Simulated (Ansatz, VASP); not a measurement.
# Ag in VASP and in Ansatz

```xyz
1
Lattice="-1.6956 1.6956 1.6956 1.6956 -1.6956 1.6956 1.6956 1.6956 -1.6956" Properties=species:S:1:pos:R:3 pbc="T T T"
Ag    0.0000    0.0000    0.0000
```

Alike in both runs: functional BLYP; k mesh 14 × 14 × 14; occupations fermi-dirac, width 0.1 eV; no spin polarisation.

Ansatz relaxed the structure, and its values are those at the end. VASP's run is a single point on that final structure, the one shown.

|  | VASP | Ansatz |
| --- | --- | --- |
| version | VASP 6.6.1 | Ansatz 0.2.0 |
| potentials or method | VASP PAW PBE potentials, release 64 (Ag), cutoff 520 eV | plane waves (420 eV) with PAW, scalar-relativistic |
| valence electrons in the cell | 11 | 19 |

|  | VASP | Ansatz | Ansatz less VASP |
| --- | --- | --- | --- |
| pressure (GPa) | 0.1 | 0.0 | -0.10 |

VASP's potentials were made for PBE, not for BLYP. VASP's potentials hold 11 valence electrons a cell and Ansatz's 19, so a difference there can come from the potentials and not from the codes.
